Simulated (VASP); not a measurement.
# TaF3 (P4/mmm) in VASP: notebook, part 2 of 2

VASP 6.6.1. Earlier steps stand in the parts before.

## Step 3: Single point, PBEsol (strain +0.015 along x and y, +0.000 along z)

Contents of INCAR:

```
SYSTEM = TaF3
PREC = Accurate
ENCUT = 520
EDIFF = 1E-6
ISMEAR = 0
SIGMA = 0.15
LREAL = .FALSE.
LASPH = .TRUE.
NELM = 100
ALGO = Normal
ISIF = 2
LWAVE = .FALSE.
LCHARG = .FALSE.
GGA = PS
NBANDS = 24
```

Contents of KPOINTS:

```
Automatic mesh
0
G
  12 12 12
  0 0 0
```

Contents of POSCAR:

```
TaF3
1.0
    3.9597180000      0.0000000000      0.0000000000
    0.0000000000      3.9597180000      0.0000000000
    0.0000000000      0.0000000000      3.9012000000
Ta F
1 3
Direct
    0.0000000000      0.0000000000      0.0000000000
    0.5000000000      0.0000000000      0.0000000000
    0.0000000000      0.5000000000      0.0000000000
    0.0000000000      0.0000000000      0.5000000000
```

Potentials or basis: VASP PAW PBE potentials, release 64 (Ta_pv, F).

Started as:

```bash
$ cat potpaw_PBE.64/Ta_pv/POTCAR potpaw_PBE.64/F/POTCAR > POTCAR
$ mpirun -np 1 vasp_std > vasp.out
```

OUTCAR:

```text
SYSTEM = TaF3
   PREC = Accurate
   ENCUT = 520
   EDIFF = 1E-6
   ISMEAR = 0
   LREAL = .FALSE.
   LASPH = .TRUE.
   NELM = 100
   ISIF = 2
   GGA = PS

 ion  position               nearest neighbor table
   1  0.000  0.000  0.000-   4 1.95   4 1.95   2 1.98   3 1.98   3 1.98   2 1.98
   2  0.500  0.000  0.000-   1 1.98   1 1.98
   3  0.000  0.500  0.000-   1 1.98   1 1.98
   4  0.000  0.000  0.500-   1 1.95   1 1.95

  LATTYP: Found a simple tetragonal cell.
 ALAT       =     3.9597180000
 C/A-ratio  =     0.9852216749

  Lattice vectors:

 A1 = (   3.9597180000,   0.0000000000,   0.0000000000)
 A2 = (   0.0000000000,   3.9597180000,   0.0000000000)
 A3 = (   0.0000000000,   0.0000000000,   3.9012000000)

Analysis of symmetry for initial positions (statically):
=====================================================================
 Subroutine PRICEL returns:
 Original cell was already a primitive cell.

 Routine SETGRP: Setting up the symmetry group for a
 simple tetragonal supercell.

 Subroutine GETGRP returns: Found 16 space group operations
 (whereof 16 operations were pure point group operations)
 out of a pool of 16 trial point group operations.

[... 168 lines left out ...]

 val. band max:        4.5012558905   @ k =   0.3333   0.0000   0.3333
 cond. band min:       4.5057005595   @ k =   0.3333   0.0000   0.0833
 fundamental gap:      0.0044446690
 Fermi energy:         4.5047183441

 k-point     1 :       0.0000    0.0000    0.0000
  band No.  band energies     occupation
      1     -32.5011      2.00000
      2     -32.4340      2.00000
      3     -32.4340      2.00000
      4     -24.2447      2.00000
      5     -23.8738      2.00000
      6     -23.7403      2.00000
[... 637 lines left out ...]
     23      11.0944      0.00000
     24      12.7980      0.00000

 [... further k-points ...]

------------------------ aborting loop because EDIFF is reached ----------------------------------------

  FORCE on cell =-STRESS in cart. coord.  units (eV):
  Direction    XX          YY          ZZ          XY          YZ          ZX
  --------------------------------------------------------------------------------------
  -------------------------------------------------------------------------------------
  Total        5.0534356      5.0534356      7.3245585      0.0000000      0.0000000      0.0000000
  in kB      132.3642155    132.3642155    191.8515451      0.0000000      0.0000000      0.0000000
  external PRESSURE =     152.1933253 kB  Pullay stress =       0.0000000 kB

 VOLUME and BASIS-vectors are now :
 -----------------------------------------------------------------------------
  energy-cutoff  :      520.00
  volume of cell :       61.17
      direct lattice vectors                 reciprocal lattice vectors
     3.959718000  0.000000000  0.000000000     0.252543237  0.000000000  0.000000000
     0.000000000  3.959718000  0.000000000     0.000000000  0.252543237  0.000000000
     0.000000000  0.000000000  3.901200000     0.000000000  0.000000000  0.256331385

 POSITION                                       TOTAL-FORCE (eV/Angst)
 -----------------------------------------------------------------------------------
      0.00000      0.00000      0.00000         0.000000      0.000000      0.000000
      1.97986      0.00000      0.00000         0.000000      0.000000      0.000000
      0.00000      1.97986      0.00000         0.000000      0.000000      0.000000
      0.00000      0.00000      1.95060         0.000000      0.000000      0.000000
 -----------------------------------------------------------------------------------
    total drift:                                0.000000      0.000000      0.000000

  FREE ENERGIE OF THE ION-ELECTRON SYSTEM (eV)
  ---------------------------------------------------
  free  energy   TOTEN  =       -27.5999551651 eV

  energy  without entropy=      -27.5691731841  energy(sigma->0) =      -27.58456417
```

OSZICAR:

```text
N       E                     dE             d eps       ncg     rms          rms(c)
DAV:   1     0.265991797391E+03    0.26599E+03   -0.17965E+04  9408   0.130E+03
DAV:   2    -0.158990489722E+02   -0.28189E+03   -0.27176E+03 11864   0.370E+02
DAV:   3    -0.292947917403E+02   -0.13396E+02   -0.13305E+02 11760   0.806E+01
DAV:   4    -0.294036076173E+02   -0.10882E+00   -0.10878E+00 10424   0.820E+00
DAV:   5    -0.294047275138E+02   -0.11199E-02   -0.11198E-02 11696   0.802E-01    0.285E+01
DAV:   6    -0.276075578729E+02    0.17972E+01   -0.62199E+00  9912   0.228E+01    0.145E+01
DAV:   7    -0.275932362748E+02    0.14322E-01   -0.18830E-01 10216   0.392E+00    0.829E+00
DAV:   8    -0.275974008687E+02   -0.41646E-02   -0.20499E-02 10696   0.140E+00    0.118E+00
DAV:   9    -0.275969635070E+02    0.43736E-03   -0.23906E-03 11272   0.380E-01    0.101E-01
DAV:  10    -0.275993297955E+02   -0.23663E-02   -0.23825E-03  9464   0.302E-01    0.315E-02
DAV:  11    -0.275998953311E+02   -0.56554E-03   -0.51922E-04  9936   0.112E-01    0.152E-02
DAV:  12    -0.275999444142E+02   -0.49083E-04   -0.38765E-05 10112   0.353E-02    0.259E-02
DAV:  13    -0.275999531646E+02   -0.87504E-05   -0.62416E-06  9400   0.122E-02    0.635E-03
DAV:  14    -0.275999550214E+02   -0.18568E-05   -0.24109E-06  8392   0.935E-03    0.534E-04
DAV:  15    -0.275999551651E+02   -0.14368E-06   -0.15700E-07  7728   0.270E-03
   1 F= -.27599955E+02 E0= -.27584564E+02  d E =-.307820E-01
```

Wall time 3.9 min (1 thread of Intel Xeon Platinum 8259CL at 2.50GHz (Skylake/Cascade Lake), shared host); peak memory 0.35 GiB.

What came out:

| Item | Value |
| --- | --- |
| Free energy | -27.6000 eV |
| Pressure | 15.2 GPa |
| Band gap on the k mesh | zero (bands 16 and 17 overlap by 2.86 eV) |

Levels at points of the mesh, in eV from the Fermi level:
| k point | band 13 | band 14 | band 15 | band 16 | band 17 | band 18 | band 19 | band 20 |
| --- | --- | --- | --- | --- | --- | --- | --- | --- |
| (0.00, 0.00, 0.00) | -8.91 | -8.91 | -8.90 | -1.21 | -1.21 | -1.20 | -0.39 | 2.33 |
| (0.50, 0.00, 0.00) | -9.12 | -9.06 | -8.93 | -1.14 | 0.30 | 0.31 | 2.10 | 2.51 |
| (0.50, 0.50, 0.00) | -9.51 | -9.51 | -8.28 | 0.39 | 0.39 | 1.39 | 3.27 | 5.02 |
| (0.00, 0.00, 0.50) | -9.05 | -8.89 | -8.89 | -1.11 | 0.42 | 0.42 | 2.10 | 2.45 |
| (0.50, 0.00, 0.50) | -9.28 | -9.26 | -8.37 | 0.42 | 0.52 | 1.49 | 2.95 | 5.03 |
| (0.50, 0.50, 0.50) | -8.37 | -8.37 | -8.27 | 1.64 | 1.73 | 1.73 | 3.91 | 7.00 |

Caveat: the cell differs from its parent crystal (strain +0.015 along x and y, +0.000 along z); the stress differs along the axes, from 13 to 19 GPa; the PAW data sets were made with another functional, which shifts forces and pressure a little; spin-orbit coupling is left out, which moves the levels of the heavy elements.
